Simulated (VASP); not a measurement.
# CaB15N16 (a cell with a defect) in VASP: a series of runs, part 2 of 2

VASP 6.6.1. Earlier steps stand in the parts before.

**4. Single point, PBE**

Contents of INCAR:

```
PREC = Accurate ; ENCUT = 520
EDIFF = 1E-6 ; ISMEAR = 0
SIGMA = 0.01 ; LREAL = Auto
LASPH = T ; NELM = 120
ALGO = Normal ; ISIF = 2
LWAVE = F ; LCHARG = T
GGA = PE ; LELF = T
LVHAR = T ; NELECT = 136.0
NBANDS = 90 ; GGA_COMPAT = F
ISYM = -1
```

Contents of KPOINTS:

```
explicit points
1
Reciprocal
  0.25000000   0.25000000   0.25000000 1
```

Contents of POSCAR:

```
CaB15N16
1.0
   -3.6241103844      3.6241103844     -3.6241103844
    3.6241103844      3.6241103844      3.6241103844
    3.6241103844     -3.6241103844     -3.6241103844
B Ca N
15 1 16
Direct
   -0.0137227725     -0.0137227725     -0.0101202413
    0.0036025311      0.2500000000      0.7637227725
    0.0036025311      0.5137227725      0.5000000000
   -0.0137227725      0.7398797587      0.2362772275
    0.2500000000      0.0036025311      0.7637227725
    0.2500000000      0.5137227725      0.2536025311
    0.2500000000      0.7500000000      0.0000000000
    0.5137227725      0.0036025311      0.5000000000
    0.5137227725      0.2500000000      0.2536025311
    0.4963974689      0.4963974689      0.0101202413
    0.4963974689      0.7601202413      0.7463974689
    0.7398797587     -0.0137227725      0.2362772275
    0.7500000000      0.2500000000      0.0000000000
    0.7601202413      0.4963974689      0.7463974689
    0.7500000000      0.7500000000      0.5000000000
    0.2500000000      0.2500000000      0.5000000000
   -0.0625793410     -0.0625793410      0.1874206590
   -0.0054729956      0.2500000000      0.0067598823
    0.0122328779      0.5054729956      0.7554729956
   -0.0054729956      0.7567598823      0.5000000000
    0.2500000000     -0.0054729956      0.0067598823
    0.2500000000      0.2500000000      0.8125793410
    0.2500000000      0.5625793410      0.5000000000
    0.2500000000      0.7567598823      0.2445270044
    0.5054729956      0.0122328779      0.7554729956
    0.5625793410      0.2500000000      0.5000000000
    0.5054729956      0.5054729956      0.2622328779
    0.4877671221      0.7432401177     -0.0067598823
    0.7567598823     -0.0054729956      0.5000000000
    0.7567598823      0.2500000000      0.2445270044
    0.7432401177      0.4877671221     -0.0067598823
    0.7432401177      0.7432401177      0.7377671221
```

Potentials or basis: VASP PAW PBE potentials, release 64 (B, Ca_sv, N).

Command:

```bash
$ cat potpaw_PBE.64/B/POTCAR potpaw_PBE.64/Ca_sv/POTCAR potpaw_PBE.64/N/POTCAR > POTCAR
$ mpirun -np 1 vasp_std > vasp.out
```

OUTCAR:

```text
PREC = Accurate
   ENCUT = 520
   EDIFF = 1E-6
   ISMEAR = 0
   LREAL = Auto
   LASPH = T
   NELM = 120
   ISIF = 2
   GGA = PE
   NELECT = 136.0
   ISYM = -1

 ion  position               nearest neighbor table
   1  0.986  0.986  0.990-  17 1.47  32 1.55  21 1.61  18 1.61  16 2.62
   2  0.004  0.250  0.764-  22 1.47  18 1.55  29 1.61  19 1.61  16 2.62
   3  0.004  0.514  0.500-  23 1.47  20 1.55  30 1.61  19 1.61  16 2.62
   4  0.986  0.740  0.236-  17 1.47  31 1.55  24 1.61  20 1.61  16 2.62
   5  0.250  0.004  0.764-  22 1.47  21 1.55  20 1.61  25 1.61  16 2.62
   6  0.250  0.514  0.254-  23 1.47  24 1.55  18 1.61  27 1.61  16 2.62
   7  0.250  0.750  0.000-  21 1.52  24 1.52  19 1.52  28 1.52
   8  0.514  0.004  0.500-  26 1.47  29 1.55  24 1.61  25 1.61  16 2.62
   9  0.514  0.250  0.254-  26 1.47  30 1.55  21 1.61  27 1.61  16 2.62
  10  0.496  0.496  0.010-  22 1.47  27 1.55  28 1.61  31 1.61  16 2.62
  11  0.496  0.760  0.746-  23 1.47  25 1.55  28 1.61  32 1.61  16 2.62
  12  0.740  0.986  0.236-  17 1.47  28 1.55  29 1.61  30 1.61  16 2.62
  13  0.750  0.250  0.000-  18 1.52  30 1.52  25 1.52  31 1.52
  14  0.760  0.496  0.746-  26 1.47  19 1.55  31 1.61  32 1.61  16 2.62
[... 192 lines left out ...]
  band No.  band energies     occupation
      1     -28.8406      2.00000
      2     -11.9585      2.00000
      3     -11.9585      2.00000
      4     -11.9585      2.00000
      5     -10.5752      2.00000
      6     -10.5752      2.00000
[... 72 lines left out ...]
     79      15.1521      0.00000
     80      15.7701      0.00000
 [bands above 80 left out]

------------------------ aborting loop because EDIFF is reached ----------------------------------------

  FORCE on cell =-STRESS in cart. coord.  units (eV):
  Direction    XX          YY          ZZ          XY          YZ          ZX
  --------------------------------------------------------------------------------------
  -------------------------------------------------------------------------------------
  Total       51.6207015     51.6206569     51.6207321     -0.0000491     -0.0000038     -0.0000207
  in kB      434.3804214    434.3800455    434.3806781     -0.0004135     -0.0000321     -0.0001739
  external PRESSURE =     434.3803817 kB  Pullay stress =       0.0000000 kB

 VOLUME and BASIS-vectors are now :
 -----------------------------------------------------------------------------
  energy-cutoff  :      520.00
  volume of cell :      190.40
      direct lattice vectors                 reciprocal lattice vectors
    -3.624110384  3.624110384 -3.624110384     0.000000000  0.137964893 -0.137964893
     3.624110384  3.624110384  3.624110384     0.137964893  0.137964893  0.000000000
     3.624110384 -3.624110384 -3.624110384     0.137964893  0.000000000 -0.137964893

 POSITION                                       TOTAL-FORCE (eV/Angst)
 -----------------------------------------------------------------------------------
      3.58743      3.56132     -3.58743        -0.015104      0.009707      0.015090
      3.66079     -1.84873     -1.87484         0.015092     -0.015091      0.009707
      3.66079      0.06279      0.03668         0.015100     -0.009707      0.015096
     -0.03668      5.39949     -1.74927        -0.015083     -0.015096     -0.009702
      1.87484     -1.84873     -3.66079        -0.009719     -0.015099     -0.015096
      1.87484      1.84873      0.03668        -0.009701      0.015089      0.015096
[... 24 lines left out ...]
      2.67375      0.86169     -4.52547         0.010710      0.010700      0.005079
      2.67375      2.71342     -2.67375         0.010689     -0.005069     -0.010703
 -----------------------------------------------------------------------------------
    total drift:                                0.000076     -0.000020     -0.000075

  FREE ENERGIE OF THE ION-ELECTRON SYSTEM (eV)
  ---------------------------------------------------
  free  energy   TOTEN  =      -254.2494404542 eV

  energy  without entropy=     -254.2494404542  energy(sigma->0) =     -254.24944045
```

OSZICAR:

```text
N       E                     dE             d eps       ncg     rms          rms(c)
DAV:   1     0.782890829584E+03    0.78289E+03   -0.72612E+04   180   0.151E+03
DAV:   2    -0.213043596337E+03   -0.99593E+03   -0.95882E+03   222   0.371E+02
DAV:   3    -0.273518273066E+03   -0.60475E+02   -0.60033E+02   224   0.951E+01
DAV:   4    -0.275398479572E+03   -0.18802E+01   -0.18770E+01   272   0.133E+01
DAV:   5    -0.275433710558E+03   -0.35231E-01   -0.35227E-01   240   0.146E+00    0.296E+01
DAV:   6    -0.255732804585E+03    0.19701E+02   -0.57145E+01   208   0.253E+01    0.135E+01
DAV:   7    -0.254566410051E+03    0.11664E+01   -0.79245E+00   216   0.107E+01    0.871E+00
DAV:   8    -0.254263357434E+03    0.30305E+00   -0.10551E+00   216   0.423E+00    0.313E+00
DAV:   9    -0.254248914949E+03    0.14442E-01   -0.18290E-01   224   0.186E+00    0.527E-01
DAV:  10    -0.254248658280E+03    0.25667E-03   -0.38367E-02   216   0.735E-01    0.255E-01
DAV:  11    -0.254249198095E+03   -0.53981E-03   -0.33685E-03   216   0.260E-01    0.118E-01
DAV:  12    -0.254249421493E+03   -0.22340E-03   -0.44387E-04   200   0.899E-02    0.365E-02
DAV:  13    -0.254249440348E+03   -0.18855E-04   -0.62260E-05   256   0.367E-02    0.683E-03
DAV:  14    -0.254249440454E+03   -0.10609E-06   -0.76511E-06   208   0.125E-02
   1 F= -.25424944E+03 E0= -.25424944E+03  d E =-.132244E-35
```

Run time: 25 s. Hardware: 1 thread of Intel Xeon 6975P-C (Granite Rapids), shared host; peak memory 0.32 GiB.

Results:

* Free energy: -254.2494 eV
* Largest force: 0.067 eV/Å

Forces in eV/Å, atoms in the order of the input:
```
B   -0.015  0.010  0.015
B    0.015 -0.015  0.010
B    0.015 -0.010  0.015
B   -0.015 -0.015 -0.010
B   -0.010 -0.015 -0.015
B   -0.010  0.015  0.015
B    0.000  0.000  0.000
B   -0.015 -0.010 -0.015
B   -0.015  0.015  0.010
B    0.015  0.010 -0.015
B    0.015  0.015 -0.010
B    0.010 -0.015  0.015
B    0.000  0.000  0.000
B    0.010  0.015 -0.015
B    0.000  0.000  0.000
Ca   0.000  0.000  0.000
N   -0.038 -0.038  0.038
N   -0.011  0.011 -0.005
N   -0.005 -0.011  0.011
N   -0.011  0.005 -0.011
N    0.005  0.011  0.011
N    0.038 -0.038 -0.038
N    0.038  0.038  0.038
N    0.005 -0.011 -0.011
N   -0.011 -0.011  0.005
N   -0.038  0.038 -0.038
N   -0.011 -0.005  0.011
N   -0.005  0.011 -0.011
N    0.011  0.005  0.011
N    0.011 -0.011 -0.005
N    0.011  0.011  0.005
N    0.011 -0.005 -0.011
```

Caveat: the cell carries a net charge on a neutralising background, which shifts energy and pressure; the cell is charged against a uniform background, so pressure and absolute levels hang on convention.
